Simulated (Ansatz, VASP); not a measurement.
One calculation of In3Se, two programs

The input INCAR:

```
  PREC = Accurate
  ENCUT = 520
  EDIFF = 1E-7
  ISMEAR = -1
  SIGMA = 0.05
  LREAL = F
  LASPH = T
  NELM = 100
  ALGO = Normal
  ISIF = 2
  LWAVE = F
  LCHARG = T
  GGA = B5
  ALDAX = 1.0
  AGGAX = 1.0
  AGGAC = 1.0
  ALDAC = 0.0
  LELF = T
  LVHAR = T
  NBANDS = 30
```

Contents of KPOINTS:

```
regular mesh
0
Gamma
  3 3 3
```

File POSCAR:

```
In3Se
1.0
    4.8037580000      0.0000000000      0.0000000000
    0.0000000000      4.8037580000      0.0000000000
    0.0000000000      0.0000000000      4.8037580000
In Se
3 1
Direct
    0.5000000000      0.5000000000      0.0000000000
    0.5000000000      0.0000000000      0.5000000000
    0.0000000000      0.5000000000      0.5000000000
    0.0000000000      0.0000000000      0.0000000000
```

Contents of input.yaml:

```yaml
crystal:
  lattice:
    - [4.803758, 0.0, 0.0]
    - [0.0, 4.803758, 0.0]
    - [0.0, 0.0, 4.803758]
  atoms:
    - { symbol: In, position: [0.5, 0.5, 0.0] }
    - { symbol: In, position: [0.5, 0.0, 0.5] }
    - { symbol: In, position: [0.0, 0.5, 0.5] }
    - { symbol: Se, position: [0.0, 0.0, 0.0] }
hamiltonian:
  xc: blyp
  pseudopotentials: { kind: paw }
kpoints:
  mp_grid: { grid: [3, 3, 3] }
scf:
  occupations: { method: fermi_dirac, width: 0.05 }
  n_extra_bands: 10
output:
  forces: true
  stress: true
  eigenvalues: true
  dos: { projected: true, de: 0.05, nscf_kmesh: { grid: [5, 5, 5] } }
  write_density: true
  write_potential: true
  elf: true
  volumetric_format: npy
```

Alike in both runs: functional BLYP; k mesh 3 × 3 × 3; occupations fermi-dirac, width 0.05 eV; no spin polarisation.

|  | VASP | Ansatz |
| --- | --- | --- |
| version | VASP 6.6.1 | Ansatz 0.2.0 |
| potentials or method | VASP PAW PBE potentials, release 64 (In_d, Se) | Ansatz PAW |
| plane-wave cutoff (eV) | 520 | 420 |
| valence electrons in the cell | 45 | 55 |
| task | single point | projected density of states |

```tsv
	VASP	Ansatz	Ansatz less VASP
gap on the k mesh at the Fermi level (eV)	none	none	-
pressure (GPa)	3.9	3.9	0.00
```

VASP's potentials were made for PBE, not for BLYP. A gap of «none» marks a metal or a gap that the smearing closes. VASP's potentials hold 45 valence electrons a cell and Ansatz's 55, so a difference there can come from the potentials and not from the codes.

The k mesh is coarse, so the values compare programs but aren't converged.
